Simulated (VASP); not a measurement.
A run of VASP 6.6.1:

The input INCAR:

```
SYSTEM = Cd
PREC = Accurate ; ENCUT = 520
EDIFF = 1E-6 ; ISMEAR = 0
SIGMA = 0.1 ; LREAL = .FALSE.
LASPH = .TRUE. ; NELM = 80
ALGO = Fast ; ISIF = 2
LWAVE = .FALSE. ; LCHARG = .FALSE.
GGA = PE ; NBANDS = 12
```

File KPOINTS:

```
regular mesh
0
G
  14 14 14
  0 0 0
```

The input POSCAR:

```
Cd
1.0
   -0.0529472345      2.1034714079      2.1513612610
    2.0774303299     -0.0267287045      2.1251427310
    2.1575720803      2.1573946283     -0.1068704550
Cd
1
Direct
    0.0000000000      0.0000000000      0.0000000000
```

Potentials or basis: VASP PAW PBE potentials, release 64 (Cd).

Launch:

```sh
$ cat potpaw_PBE.64/Cd/POTCAR > POTCAR
$ mpirun -np 1 vasp_std > vasp.out
```

Hardware: 1 thread of Intel(R) Xeon(R) Platinum 8488C (Sapphire Rapids) (shared host).

Problem. Estimate the wall time of this run.

Solution. Run time: 110 s on 1 thread of Intel(R) Xeon(R) Platinum 8488C (Sapphire Rapids), with other jobs on the host, peak memory 0.41 GiB. Counts: scf iterations 11, k points 1376.
